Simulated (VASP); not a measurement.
# Co (P6_3/mmc) in VASP: notebook, part 2 of 2

VASP 6.6.1.

## Step 3: Single point, LDA, collinear spin, ferromagnetic start

This run uses another cell than the first one, of 10.01 Å³/atom, 0.927 times its volume.

INCAR

```
PREC = Accurate
ENCUT = 520
EDIFF = 1E-6
ISMEAR = -1
SIGMA = 0.05
LREAL = F
LASPH = T
NELM = 150
ALGO = Normal
ISIF = 2
LWAVE = F
LCHARG = T
ISPIN = 2
MAGMOM = 1.558 1.558
LORBIT = 11
LMAXMIX = 4
GGA = CA
LELF = T
LVHAR = T
NBANDS = 20
```

KPOINTS

```
Automatic mesh
0
Gamma
  15 15 8
```

POSCAR

```
Co
1.0
    2.4273810165      0.0000000000      0.0000000000
   -1.2136905082      2.1021736250      0.0000000000
    0.0000000000      0.0000000000      3.9230481332
Co
2
Direct
    0.3333333333      0.6666666667      0.2500000000
    0.6666666667      0.3333333333      0.7500000000
```

Potentials or basis: VASP PAW LDA potentials, release 64 (Co).

The run is started by

```sh
$ cat potpaw_LDA.64/Co/POTCAR > POTCAR
$ mpirun -np 1 vasp_std > vasp.out
```

OUTCAR:

```text
PREC = Accurate
   ENCUT = 520
   EDIFF = 1E-6
   ISMEAR = -1
   LREAL = F
   LASPH = T
   NELM = 150
   ISIF = 2
   ISPIN = 2
   LORBIT = 11
   GGA = CA

 ion  position               nearest neighbor table
   1  0.333  0.667  0.250-   2 2.41   2 2.41   2 2.41   2 2.41   2 2.41   2 2.41
   2  0.667  0.333  0.750-   1 2.41   1 2.41   1 2.41   1 2.41   1 2.41   1 2.41

  LATTYP: Found a hexagonal cell.
 ALAT       =     2.4273810165
 C/A-ratio  =     1.6161649558

  Lattice vectors:

 A1 = (   2.4273810165,   0.0000000000,   0.0000000000)
 A2 = (  -1.2136905082,   2.1021736250,   0.0000000000)
 A3 = (   0.0000000000,   0.0000000000,   3.9230481332)

Analysis of symmetry for initial positions (statically):
=====================================================================
 Subroutine PRICEL returns:
 Original cell was already a primitive cell.

 Routine SETGRP: Setting up the symmetry group for a
 hexagonal supercell.

 Subroutine GETGRP returns: Found 24 space group operations
 (whereof 12 operations were pure point group operations)
 out of a pool of 24 trial point group operations.

The static configuration has the point symmetry D_3d.
 The point group associated with its full space group is D_6h.

Analysis of symmetry for dynamics (positions and initial velocities):
=====================================================================
 Subroutine PRICEL returns:
 Original cell was already a primitive cell.

 Routine SETGRP: Setting up the symmetry group for a
 hexagonal supercell.

 Subroutine GETGRP returns: Found 24 space group operations
 (whereof 12 operations were pure point group operations)
 out of a pool of 24 trial point group operations.

The dynamic configuration has the point symmetry D_3d.
 The point group associated with its full space group is D_6h.

Analysis of structural, dynamic, and magnetic symmetry:
[... 153 lines left out ...]
  ---------------------------------------------------
  ext. energy  EPLUGINS =         0.00000000
  ---------------------------------------------------
  free energy    TOTEN  =       -16.25632516 eV

  energy without entropy =      -16.24093206  energy(sigma->0) =      -16.24862861

 E-fermi :  11.0935     XC(G=0): -14.2174

 val. band max:       11.0933773351   @ k =   0.2667   0.1333   0.0000
 cond. band min:      11.1044113705   @ k =   0.1333   0.1333   0.1250
 fundamental gap:      0.0110340354
 Fermi energy:        11.0935113030

 spin component 1

 k-point     1 :       0.0000    0.0000    0.0000
  band No.  band energies     occupation
      1       1.7221      1.00000
      2       5.6548      1.00000
      3       8.5227      1.00000
      4       8.5504      1.00000
      5       8.5504      1.00000
      6       8.9152      1.00000
[... 541 lines left out ...]
     19      31.7055      0.00000
     20      41.4300      0.00000

 [... further k-points ...]

 spin component 2

 k-point     1 :       0.0000    0.0000    0.0000
  band No.  band energies     occupation
      1       1.9104      1.00000
      2       6.5205      1.00000
      3       9.8973      1.00000
      4       9.9130      1.00000
      5       9.9130      1.00000
      6      10.3226      1.00000
[... 541 lines left out ...]
     19      32.1193      0.00000
     20      41.8664      0.00000

 [... further k-points ...]

------------------------ aborting loop because EDIFF is reached ----------------------------------------

  FORCE on cell =-STRESS in cart. coord.  units (eV):
  Direction    XX          YY          ZZ          XY          YZ          ZX
  --------------------------------------------------------------------------------------
  -------------------------------------------------------------------------------------
  Total       -0.0990057     -0.0990057     -0.2216711     -0.0000000     -0.0000000      0.0000000
  in kB       -7.9239330     -7.9239330    -17.7414643     -0.0000000     -0.0000000      0.0000000
  external PRESSURE =     -11.1964434 kB  Pullay stress =       0.0000000 kB

 VOLUME and BASIS-vectors are now :
 -----------------------------------------------------------------------------
  energy-cutoff  :      520.00
  volume of cell :       20.02
      direct lattice vectors                 reciprocal lattice vectors
     2.427381017  0.000000000  0.000000000     0.411966639  0.237849050  0.000000000
    -1.213690508  2.102173625  0.000000000     0.000000000  0.475698100  0.000000000
     0.000000000  0.000000000  3.923048133     0.000000000  0.000000000  0.254903831

 POSITION                                       TOTAL-FORCE (eV/Angst)
 -----------------------------------------------------------------------------------
     -0.00000      1.40145      0.98076         0.000000      0.000000      0.000000
      1.21369      0.70072      2.94229        -0.000000     -0.000000      0.000000
 -----------------------------------------------------------------------------------
    total drift:                                0.000000      0.000000     -0.000000

  FREE ENERGIE OF THE ION-ELECTRON SYSTEM (eV)
  ---------------------------------------------------
  free  energy   TOTEN  =       -16.2563251603 eV

  energy  without entropy=      -16.2409320595  energy(sigma->0) =      -16.24862861

 total charge

# of ion       s       p       d       tot
------------------------------------------
    1        0.523   0.589   7.338   8.451
    2        0.523   0.589   7.338   8.451
--------------------------------------------------
tot          1.046   1.178  14.676  16.901

 magnetization (x)

# of ion       s       p       d       tot
------------------------------------------
    1       -0.013  -0.038   1.534   1.483
    2       -0.013  -0.038   1.534   1.483
--------------------------------------------------
tot         -0.026  -0.075   3.067   2.965
```

OSZICAR:

```text
N       E                     dE             d eps       ncg     rms          rms(c)
DAV:   1     0.818949492489E+02    0.81895E+02   -0.78862E+03 11600   0.123E+03
DAV:   2    -0.139688341608E+02   -0.95864E+02   -0.86181E+02 10948   0.219E+02
DAV:   3    -0.185967649236E+02   -0.46279E+01   -0.44248E+01 12196   0.576E+01
DAV:   4    -0.186680393089E+02   -0.71274E-01   -0.71214E-01 13216   0.630E+00
DAV:   5    -0.186700755058E+02   -0.20362E-02   -0.20360E-02 12748   0.101E+00    0.164E+01
DAV:   6    -0.166569599794E+02    0.20131E+01   -0.70653E+00 12332   0.579E+01    0.735E+00
DAV:   7    -0.162913534061E+02    0.36561E+00   -0.11228E+00 12812   0.206E+01    0.383E+00
DAV:   8    -0.162705865579E+02    0.20767E-01   -0.13295E-02 15040   0.109E+00    0.211E+00
DAV:   9    -0.162559830274E+02    0.14604E-01   -0.24791E-03 16904   0.710E-01    0.648E-01
DAV:  10    -0.162560654781E+02   -0.82451E-04   -0.21062E-04 13972   0.158E-01    0.463E-01
DAV:  11    -0.162563255802E+02   -0.26010E-03   -0.16708E-04 14908   0.242E-01    0.686E-02
DAV:  12    -0.162563256873E+02   -0.10702E-06   -0.20190E-05 14120   0.425E-02    0.187E-02
DAV:  13    -0.162563244382E+02    0.12491E-05   -0.11654E-06  8352   0.128E-02    0.118E-02
DAV:  14    -0.162563251603E+02   -0.72217E-06   -0.31079E-07  5792   0.758E-03
   1 F= -.16256325E+02 E0= -.16248629E+02  d E =-.153931E-01  mag=     2.9805
```

Wall time 39 s (1 thread of Intel Xeon 6975P-C (Granite Rapids), shared host); peak memory 0.18 GiB.

What came out:

- Free energy: -16.2563 eV
- Pressure: -1.1 GPa
- Net moment: 2.98 μB per cell
- Site moments: Co +1.48 μB
- Valence electrons inside the program's atomic spheres: Co 8.45

Levels at points of the mesh, in eV from the Fermi level:
Spin up:
| k point | band 6 | band 7 | band 8 | band 9 | band 10 | band 11 | band 12 | band 13 | band 14 | band 15 |
| --- | --- | --- | --- | --- | --- | --- | --- | --- | --- | --- |
| (0.00, 0.00, 0.00) | -2.18 | -2.18 | -1.77 | -1.77 | -0.50 | -0.50 | -0.09 | 7.22 | 22.66 | 25.97 |
| (0.00, 0.00, 0.50) | -2.62 | -2.62 | -2.62 | -0.86 | -0.86 | -0.86 | -0.86 | 16.03 | 16.03 | 23.42 |
Spin down:
| k point | band 3 | band 4 | band 5 | band 6 | band 7 | band 8 | band 9 | band 10 | band 11 | band 12 |
| --- | --- | --- | --- | --- | --- | --- | --- | --- | --- | --- |
| (0.00, 0.00, 0.00) | -1.20 | -1.18 | -1.18 | -0.77 | -0.77 | -0.31 | -0.31 | 0.09 | 1.06 | 1.06 |
| (0.00, 0.00, 0.50) | -1.76 | -1.76 | -1.25 | -1.25 | -1.25 | -1.25 | 0.68 | 0.68 | 0.68 | 0.68 |

## Step 4: Single point, LDA, collinear spin, ferromagnetic start

This run uses another cell than the first one, of 10.01 Å³/atom, 0.927 times its volume.

INCAR

```
SYSTEM = Co
PREC     = Accurate       ! precision mode
ENCUT    = 520            ! plane-wave cutoff, eV
EDIFF    = 1E-6           ! SCF threshold, eV
ISMEAR   = -1             ! smearing method
SIGMA    = 0.05           ! smearing width, eV
LREAL    = .FALSE.        ! projectors in reciprocal space
LASPH    = .TRUE.         ! aspherical terms in the spheres
NELM     = 150            ! most SCF steps
ALGO     = Normal         ! electronic algorithm
ISIF     = 2              ! what is computed and relaxed
LWAVE    = .FALSE.        ! write WAVECAR
LCHARG   = .FALSE.        ! write CHGCAR
ISPIN    = 2              ! spin polarisation
MAGMOM   = 1.558 1.558    ! initial moments
LORBIT   = 11             ! projections on sites
LMAXMIX  = 4              ! l up to which the mixer works
NBANDS   = 20             ! bands
```

KPOINTS

```
regular mesh
0
G
  15 15 8
  0 0 0
```

POSCAR is that of step 3.

The run is started by

```sh
$ cat potpaw_LDA.64/Co/POTCAR > POTCAR
$ mpirun -np 1 vasp_std > vasp.out
```

Run time: 38 s. Hardware: 1 thread of Intel Xeon 6975P-C (Granite Rapids), shared host; peak memory 0.18 GiB.

It converged, with:

- Free energy: -16.2563 eV
- Pressure: -1.1 GPa
- Net moment: 2.98 μB per cell
- Site moments: Co +1.48 μB
- Valence electrons inside the program's atomic spheres: Co 8.45

Stress tensor (GPa, compression positive):
```
-0.79  0.00  0.00
 0.00 -0.79  0.00
 0.00  0.00 -1.77
```

Levels at points of the mesh, in eV from the Fermi level:
Spin up:
```
           k point  band 7  band 8  band 9  band 10  band 11  band 12  band 13  band 14
(0.00, 0.00, 0.00)   -2.18   -1.77   -1.77    -0.50    -0.50    -0.09     7.22    22.66
(0.00, 0.00, 0.50)   -2.62   -2.62   -0.86    -0.86    -0.86    -0.86    16.03    16.03
```
Spin down:
```
           k point  band 3  band 4  band 5  band 6  band 7  band 8  band 9  band 10  band 11  band 12
(0.00, 0.00, 0.00)   -1.20   -1.18   -1.18   -0.77   -0.77   -0.31   -0.31     0.09     1.06     1.06
(0.00, 0.00, 0.50)   -1.76   -1.76   -1.25   -1.25   -1.25   -1.25    0.68     0.68     0.68     0.68
```

## Step 5: Single point, LDA, collinear spin, ferromagnetic start

This run uses another cell than the first one, of 10.01 Å³/atom, 0.927 times its volume.

INCAR

```
SYSTEM = Co
  PREC = Accurate
  ENCUT = 520
  EDIFF = 1E-6
  ISMEAR = -1
  SIGMA = 0.05
  LREAL = .FALSE.
  LASPH = .TRUE.
  NELM = 150
  ALGO = Normal
  ISIF = 2
  LWAVE = .FALSE.
  LCHARG = .FALSE.
  ISPIN = 2
  MAGMOM = 1.558 1.558
  LORBIT = 11
  LMAXMIX = 4
  GGA = CA
  NBANDS = 20
```

KPOINTS

```
Automatic mesh
0
G
  15 15 8
  0 0 0
```

POSCAR is that of step 4.

The run is started by

```sh
$ cat potpaw_LDA.64/Co/POTCAR > POTCAR
$ mpirun -np 1 vasp_std > vasp.out
```

It took 38 s on 1 thread of Intel Xeon 6975P-C (Granite Rapids), shared host; peak memory 0.18 GiB.

Results (log left out):

```yaml
Free_energy: -16.2563 eV
Pressure: -1.1 GPa
Net_moment: 2.98 μB per cell
Site_moments: Co +1.48 μB
Valence_electrons_inside_the_program's_atomic_spheres: Co 8.45
```

Stress tensor (GPa, compression positive):
```
-0.79  0.00  0.00
 0.00 -0.79  0.00
 0.00  0.00 -1.77
```

Levels at points of the mesh, in eV from the Fermi level:
Spin up:
| k point | band 7 | band 8 | band 9 | band 10 | band 11 | band 12 | band 13 | band 14 |
| --- | --- | --- | --- | --- | --- | --- | --- | --- |
| (0.00, 0.00, 0.00) | -2.18 | -1.77 | -1.77 | -0.50 | -0.50 | -0.09 | 7.22 | 22.66 |
| (0.00, 0.00, 0.50) | -2.62 | -2.62 | -0.86 | -0.86 | -0.86 | -0.86 | 16.03 | 16.03 |
Spin down:
```tsv
k point	band 5	band 6	band 7	band 8	band 9	band 10
(0.00, 0.00, 0.00)	-1.18	-0.77	-0.77	-0.31	-0.31	0.09
(0.00, 0.00, 0.50)	-1.25	-1.25	-1.25	-1.25	0.68	0.68
```
